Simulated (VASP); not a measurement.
Write the native input for VASP 6.6.1 that does the following.

```
Task                   : single point
Functional             : PBEsol
Potentials or basis    : VASP PAW PBE potentials, release 64 (In_d, P)
Cutoff                 : 520 eV
k mesh                 : 6 × 6 × 6
Occupations            : methfessel-paxton, width 0.15 eV
Spin                   : no spin polarisation
Dipole correction      : no
Further INCAR settings : ALGO = Normal; EDIFF = 1e-06; NBANDS = 16
```

The structure of InP lies in POSCAR:

```
InP
1.0
    0.0000000000      2.9392392491      2.9392392491
    2.9392392491      0.0000000000      2.9392392491
    2.9392392491      2.9392392491      0.0000000000
In P
1 1
Direct
    0.0000000000      0.0000000000      0.0000000000
    0.7500000000      0.7500000000      0.7500000000
```

The input as run:

INCAR

```
SYSTEM = InP
PREC = Accurate
ENCUT = 520
EDIFF = 1E-6
ISMEAR = 1
SIGMA = 0.15
LREAL = .False.
LASPH = .True.
NELM = 80
ALGO = Normal
ISIF = 2
LWAVE = .False.
LCHARG = .True.
GGA = PS
LELF = .True.
LVHAR = .True.
NBANDS = 16
```

KPOINTS

```
Automatic mesh
0
Gamma
  6 6 6
  0 0 0
```

Potentials or basis: VASP PAW PBE potentials, release 64 (In_d, P).

Run with:

```console
$ cat potpaw_PBE.64/In_d/POTCAR potpaw_PBE.64/P/POTCAR > POTCAR
$ mpirun -np 1 vasp_std > vasp.out
```

It gave:

- Pressure: 0.0 GPa
- Band gap on the k mesh: 0.56 eV, direct

Caveat: the PAW data sets were made with another functional, which shifts forces and pressure a little; spin-orbit coupling is left out, which moves the levels of the heavy elements.

Wall time 25 s on 1 thread of AMD EPYC 7R13, on a shared host, peak memory 0.15 GiB.
